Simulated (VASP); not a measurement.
# CdO (Fm-3m) in VASP: single point with PBE-based global hybrid with 10 % exact exchange

Aim: the single point of CdO with PBE-based global hybrid with 10 % exact exchange.

All numbers are computed with VASP 6.6.1; they aren't measurements. Logs are shortened: lines on timing, memory, paths and dates and some standing lists are left out, and cuts for length are marked.

## 1. The cell of the first run

It takes space group Fm-3m (No. 225, cubic). The conventional cell has a = 4.696 Å, b = 4.696 Å, c = 4.696 Å, α = 90.00°, β = 90.00°, γ = 90.00°. Cd (site symmetry m-3m) has 6 O at 2.35 Å within 3.1 Å. Within 3.1 Å of O (site symmetry m-3m) lie 6 Cd at 2.35 Å.

## 2. Single point, PBE-based global hybrid with 10 % exact exchange

File POSCAR:

```
CdO
1.0
    0.0000000000      2.3481500455      2.3481500455
    2.3481500455      0.0000000000      2.3481500455
    2.3481500455      2.3481500455      0.0000000000
Cd O
1 1
Direct
    0.0000000000      0.0000000000      0.0000000000
    0.5000000000      0.5000000000      0.5000000000
```

File INCAR.step1:

```
SYSTEM = CdO
PREC = Accurate
ENCUT = 520
EDIFF = 1E-5
ISMEAR = 0
SIGMA = 0.05
LREAL = .FALSE.
LASPH = .TRUE.
NELM = 120
ALGO = Normal
ISIF = 2
LWAVE = .TRUE.
LCHARG = .FALSE.
GGA = PE
NBANDS = 16
GGA_COMPAT = .FALSE.
```

File INCAR.step2:

```
SYSTEM = CdO
PREC = Accurate
ENCUT = 520
EDIFF = 1E-6
ISMEAR = 0
SIGMA = 0.05
LREAL = .FALSE.
LASPH = .TRUE.
NELM = 120
ALGO = Normal
ISIF = 2
LWAVE = .FALSE.
LCHARG = .FALSE.
GGA = PE
LHFCALC = .TRUE.
AEXX = 0.1
PRECFOCK = Normal
ISTART = 1
NBANDS = 16
GGA_COMPAT = .FALSE.
```

File KPOINTS:

```
regular mesh
0
G
  6 6 6
  0 0 0
```

Potentials or basis: VASP PAW PBE potentials, release 64 (Cd, O).

On the command line:

```sh
> cat potpaw_PBE.64/Cd/POTCAR potpaw_PBE.64/O/POTCAR > POTCAR
> cp INCAR.step1 INCAR
> mpirun -np 1 vasp_std > vasp.out
> cp INCAR.step2 INCAR
> mpirun -np 1 vasp_std > vasp.out
```

OUTCAR:

```text
SYSTEM = CdO
   PREC = Accurate
   ENCUT = 520
   EDIFF = 1E-6
   ISMEAR = 0
   LREAL = .FALSE.
   LASPH = .TRUE.
   NELM = 120
   ISIF = 2
   GGA = PE
   LHFCALC = .TRUE.
   AEXX = 0.1
   PRECFOCK = Normal
   ISTART = 1

 ion  position               nearest neighbor table
   1  0.000  0.000  0.000-   2 2.35   2 2.35   2 2.35   2 2.35   2 2.35   2 2.35
   2  0.500  0.500  0.500-   1 2.35   1 2.35   1 2.35   1 2.35   1 2.35   1 2.35

  LATTYP: Found a face centered cubic cell.
 ALAT       =     4.6963000910

  Lattice vectors:

 A1 = (   0.0000000000,   2.3481500455,   2.3481500455)
 A2 = (   2.3481500455,   0.0000000000,   2.3481500455)
 A3 = (   2.3481500455,   2.3481500455,   0.0000000000)

Analysis of symmetry for initial positions (statically):
=====================================================================
 Subroutine PRICEL returns:
 Original cell was already a primitive cell.

 Routine SETGRP: Setting up the symmetry group for a
 face centered cubic supercell.

 Subroutine GETGRP returns: Found 48 space group operations
 (whereof 48 operations were pure point group operations)
 out of a pool of 48 trial point group operations.

The static configuration has the point symmetry O_h .

Analysis of symmetry for dynamics (positions and initial velocities):
=====================================================================
 Subroutine PRICEL returns:
 Original cell was already a primitive cell.

 Routine SETGRP: Setting up the symmetry group for a
 face centered cubic supercell.

 Subroutine GETGRP returns: Found 48 space group operations
 (whereof 48 operations were pure point group operations)
 out of a pool of 48 trial point group operations.

The dynamic configuration has the point symmetry O_h .

 Subroutine INISYM returns: Found 48 space group operations
 (whereof 48 operations are pure point group operations),
 and found     1 'primitive' translations

----------------------------------------------------------------------------------------

                                     Primitive cell

  volume of cell :      25.8945

  direct lattice vectors                    reciprocal lattice vectors
     0.000000000  2.348150046  2.348150046    -0.212933582  0.212933582  0.212933582
     2.348150046  0.000000000  2.348150046     0.212933582 -0.212933582  0.212933582
     2.348150046  2.348150046  0.000000000     0.212933582  0.212933582 -0.212933582

  length of vectors
     3.320785641  3.320785641  3.320785641     0.368811782  0.368811782  0.368811782

  position of ions in fractional coordinates (direct lattice)
     0.000000000  0.000000000  0.000000000
     0.500000000  0.500000000  0.500000000

  ion indices of the primitive-cell ions
   primitive index   ion index
                 1           1
                 2           2

----------------------------------------------------------------------------------------

 KPOINTS: regular mesh

Automatic generation of k-mesh.
 Grid dimensions read from file:
 generate k-points for:    6    6    6

 Generating k-lattice:

  Cartesian coordinates                     Fractional coordinates (reciprocal lattice)
    -0.035488930  0.035488930  0.035488930     0.166666667  0.000000000  0.000000000
     0.035488930 -0.035488930  0.035488930     0.000000000  0.166666667  0.000000000
     0.035488930  0.035488930 -0.035488930     0.000000000  0.000000000  0.166666667

  Length of vectors
     0.061468630  0.061468630  0.061468630

  Shift w.r.t. Gamma in fractional coordinates (k-lattice)
     0.000000000  0.000000000  0.000000000

 Subroutine IBZKPT returns following result:
 ===========================================

 Found     16 irreducible k-points:

 Following reciprocal coordinates:
            Coordinates               Weight
  0.000000  0.000000  0.000000      1.000000
  0.166667  0.000000  0.000000      8.000000
  0.333333  0.000000  0.000000      8.000000
  0.500000  0.000000  0.000000      4.000000
  0.166667  0.166667  0.000000      6.000000
  0.333333  0.166667  0.000000     24.000000
[... 8 lines left out ...]
 -0.333333  0.333333  0.166667     24.000000
 -0.333333  0.500000  0.166667     12.000000
   k-points           NKPTS =     16   k-points in BZ     NKDIM =    216   number of bands    NBANDS=     16
   number of dos      NEDOS =    301   number of ions     NIONS =      2
   total plane-waves  NPLWV =  21952
   dimension x,y,z NGX =    28 NGY =   28 NGZ =   28
   dimension x,y,z NGXF=    56 NGYF=   56 NGZF=   56
   ions per type =               1   1
   NGX,Y,Z   is equivalent  to a cutoff of  14.02, 14.02, 14.02 a.u.
   NGXF,Y,Z  is equivalent  to a cutoff of  28.03, 28.03, 28.03 a.u.
 SYSTEM =  CdO
   PREC   = accura    normal or accurate (medium, high low for compatibility)
   ISTART =      1    job   : 0-new  1-cont  2-samecut
   ICHARG =      0    charge: 1-file 2-atom 10-const
   ISPIN  =      1    spin polarized calculation?
   LNONCOLLINEAR =      F non collinear calculations
   LSORBIT =      F    spin-orbit coupling
   LASPH  =      T    aspherical Exc in radial PAW
   ENCUT  =  520.0 eV  38.22 Ry    6.18 a.u.   6.17  6.17  6.17*2*pi/ulx,y,z
   NELM   =    120;   NELMIN=  2; NELMDL=  0     # of ELM steps
   EDIFF  = 0.1E-05   stopping-criterion for ELM
   LREAL  =      F    real-space projection
   EDIFFG = 0.1E-04   stopping-criterion for IOM
   NSW    =      0    number of steps for IOM
   IBRION =     -1    ionic relax: 0-MD 1-quasi-New 2-CG
   NFREE  =      0    steps in history (QN), initial steepest desc. (CG)
   ISIF   =      2    stress and relaxation
   ISYM   =      3    0-nonsym 1-usesym 2-fastsym
   POTIM  = 0.5000    time-step for ionic-motion
   TEBEG  =    0.0;   TEEND  =   0.0 temperature during run
   PSTRESS=    0.0 pullay stress
   NELECT =      18.0000    total number of electrons
   NUPDOWN=      -1.0000    fix difference up-down
   EMIN   =  10.00;   EMAX   =-10.00  energy-range for DOS
   EFERMI =   0.00;   METHOD = LEGACY
   ISMEAR =     0;   SIGMA  =   0.05  broadening in eV -4-tet -1-fermi 0-gaus
   EFERMI_NEDOS =   21; number of points for ismear=-14 and -15
   IALGO  =     38    algorithm
   IMIX   =      1    mixing-type and parameters
     AMIX     =   0.40;   BMIX     =  1.00
     AMIX_MAG =   1.60;   BMIX_MAG =  1.00
  volume/ion in A,a.u.               =      12.95        87.37
  Fermi-wavevector in a.u.,A,eV,Ry     =   1.450206  2.740493 28.614394  2.103099
  Thomas-Fermi vector in A             =   2.567845
   LORBIT       =      0    0 simple, 1 ext, 2 COOP (PROOUT), +10 PAW based schemes
   GGA     = PE    functional components
   LHFCALC =     T    Hartree Fock is set to
   PRECFOCK=normal    Normal, Fast or Accurate (Low or Medium for compatibility)
   ENCUT4O =  -1.0   cutoff for four orbital integrals eV
   NKREDX  =     1    reduce k-point grid by
   NKREDY  =     1    reduce k-point grid by
   NKREDZ  =     1    reduce k-point grid by
   AEXX    =    0.1000 exact exchange contribution
   HFSCREEN=    0.0000 screening length (either q_TF or 0.3 A-1)
   HFSCREENC=   0.0000 screening length for correlation (either q_TF or 0.3 A-1)
   ENCUTFOCK=  -1.0 apply spherical cutoff to Coloumb kernel
   IVDW    =     0    specifies the selected vdW correction
   LEPSILON=     F    determine dielectric tensor
   LRPA    =     F    only Hartree local field effects (RPA)
 non-spin polarized calculation
 Gauss-broadening in eV      SIGMA  =   0.05
  energy-cutoff  :      520.00
  volume of cell :       25.89
 maximum number of plane-waves:       725
 NGX is ok and might be reduce to    28
  NGX = 20; NGY = 20; NGZ = 20

 number of electron      18.0000002 magnetization

 Free energy of the ion-electron system (eV)
  ---------------------------------------------------
  ext. energy  EPLUGINS =         0.00000000
  ---------------------------------------------------
  free energy    TOTEN  =        -8.82854963 eV

  energy without entropy =       -8.82854962  energy(sigma->0) =       -8.82854963

 E-fermi :   1.6770     XC(G=0): -10.6905

 val. band max:        1.5001374134   @ k =   0.5000   0.0000   0.0000
 cond. band min:       1.8391039414   @ k =   0.0000   0.0000   0.0000
 fundamental gap:      0.3389665281
 Fermi energy:         1.6770016097

 k-point     1 :       0.0000    0.0000    0.0000
  band No.  band energies     occupation
      1     -16.5365      2.00000
      2      -5.5527      2.00000
      3      -5.5527      2.00000
      4      -5.5527      2.00000
      5      -5.2632      2.00000
      6      -5.2632      2.00000
[... 8 lines left out ...]
     15      20.9274      0.00000
     16      20.9274      0.00000

 k-point     2 :       0.1667    0.0000    0.0000
  band No.  band energies     occupation
      1     -16.3484      2.00000
      2      -5.6766      2.00000
      3      -5.5938      2.00000
      4      -5.5938      2.00000
      5      -5.3448      2.00000
      6      -5.3448      2.00000
[... 8 lines left out ...]
     15      21.4371      0.00000
     16      21.4371      0.00000

 k-point     3 :       0.3333    0.0000    0.0000
  band No.  band energies     occupation
      1     -15.9425      2.00000
      2      -6.1445      2.00000
      3      -5.9832      2.00000
      4      -5.9832      2.00000
      5      -5.1249      2.00000
      6      -5.1249      2.00000
[... 8 lines left out ...]
     15      23.0315      0.00000
     16      23.0315      0.00000

 k-point     4 :       0.5000    0.0000    0.0000
  band No.  band energies     occupation
      1     -15.7211      2.00000
      2      -6.4865      2.00000
      3      -6.1683      2.00000
      4      -6.1683      2.00000
      5      -4.9953      2.00000
      6      -4.9953      2.00000
[... 8 lines left out ...]
     15      23.8489      0.00000
     16      24.7157      0.00000

 k-point     5 :       0.1667    0.1667    0.0000
  band No.  band energies     occupation
      1     -16.3065      2.00000
      2      -5.7419      2.00000
      3      -5.6704      2.00000
      4      -5.4437      2.00000
      5      -5.4437      2.00000
      6      -5.1970      2.00000
[... 8 lines left out ...]
     15      23.0598      0.00000
     16      24.9028      0.00000

 k-point     6 :       0.3333    0.1667    0.0000
  band No.  band energies     occupation
      1     -16.0209      2.00000
      2      -6.0086      2.00000
      3      -5.8285      2.00000
      4      -5.5906      2.00000
      5      -5.2781      2.00000
      6      -5.0531      2.00000
[... 8 lines left out ...]
     15      23.7954      0.00000
     16      25.4019      0.00000
[... 115 lines left out ...]
 k-point    13 :       0.5000    0.5000    0.0000
  band No.  band energies     occupation
      1     -15.8780      2.00000
      2      -6.0143      2.00000
      3      -4.9943      2.00000
      4      -4.8523      2.00000
      5      -4.8523      2.00000
      6      -4.5445      2.00000
[... 8 lines left out ...]
     15      25.8385      0.00000
     16      28.4967      0.00000

 k-point    14 :       0.5000    0.3333    0.1667
  band No.  band energies     occupation
      1     -15.8466      2.00000
      2      -5.8978      2.00000
      3      -5.8202      2.00000
      4      -5.7533      2.00000
      5      -5.0884      2.00000
      6      -4.9056      2.00000
[... 8 lines left out ...]
     15      23.7374      0.00000
     16      26.4728      0.00000

 k-point    15 :      -0.3333    0.3333    0.1667
  band No.  band energies     occupation
      1     -15.7591      2.00000
      2      -5.9797      2.00000
      3      -5.7375      2.00000
      4      -5.7115      2.00000
      5      -4.9507      2.00000
      6      -4.8982      2.00000
[... 8 lines left out ...]
     15      21.7666      0.00000
     16      27.4941      0.00000

 k-point    16 :      -0.3333    0.5000    0.1667
  band No.  band energies     occupation
      1     -15.7990      2.00000
      2      -5.8733      2.00000
      3      -5.5707      2.00000
      4      -5.3744      2.00000
      5      -4.8521      2.00000
      6      -4.6458      2.00000
[... 8 lines left out ...]
     15      23.8635      0.00000
     16      27.2526      0.00000

------------------------ aborting loop because EDIFF is reached ----------------------------------------

  FORCE on cell =-STRESS in cart. coord.  units (eV):
  Direction    XX          YY          ZZ          XY          YZ          ZX
  --------------------------------------------------------------------------------------
  -------------------------------------------------------------------------------------
  Total        0.8904528      0.8904528      0.8904528     -0.0000000     -0.0000000      0.0000000
  in kB       55.0952243     55.0952243     55.0952243     -0.0000000     -0.0000000      0.0000000
  external PRESSURE =      55.0952243 kB  Pullay stress =       0.0000000 kB

 VOLUME and BASIS-vectors are now :
 -----------------------------------------------------------------------------
  energy-cutoff  :      520.00
  volume of cell :       25.89
      direct lattice vectors                 reciprocal lattice vectors
     0.000000000  2.348150046  2.348150046    -0.212933582  0.212933582  0.212933582
     2.348150046  0.000000000  2.348150046     0.212933582 -0.212933582  0.212933582
     2.348150046  2.348150046  0.000000000     0.212933582  0.212933582 -0.212933582

 POSITION                                       TOTAL-FORCE (eV/Angst)
 -----------------------------------------------------------------------------------
      0.00000      0.00000      0.00000         0.000000      0.000000     -0.000000
      2.34815      2.34815      2.34815        -0.000000     -0.000000      0.000000
 -----------------------------------------------------------------------------------
    total drift:                               -0.000000     -0.000000     -0.000000

  FREE ENERGIE OF THE ION-ELECTRON SYSTEM (eV)
  ---------------------------------------------------
  free  energy   TOTEN  =        -8.8285496306 eV

  energy  without entropy=       -8.8285496232  energy(sigma->0) =       -8.82854963
```

It took 30 min on 1 thread of Intel Xeon Platinum 8375C at 2.90GHz (Ice Lake), shared host; peak memory 0.17 GiB.

Results:

| Property | Result |
| --- | --- |
| Free energy | -8.8285 eV |
| Pressure | 5.5 GPa |
| Band gap on the k mesh | 0.34 eV (least direct gap 1.68 eV) |

Levels at points of the mesh, in eV from the valence-band top:
```tsv
k point	band 6	band 7	band 8	band 9	band 10	band 11	band 12	band 13
(0.00, 0.00, 0.00)	-6.76	-1.34	-1.34	-1.34	0.34	15.91	18.04	18.04
(0.50, 0.00, 0.00)	-6.50	-3.96	0.00	0.00	5.30	8.44	12.98	12.98
(0.50, 0.50, 0.00)	-6.04	-4.47	-2.37	-2.37	4.86	9.62	12.11	14.53
```

Caveat: the cell stands under pressure; the PAW data sets were made with another functional, which shifts forces and pressure a little. A k mesh can miss the band edges.
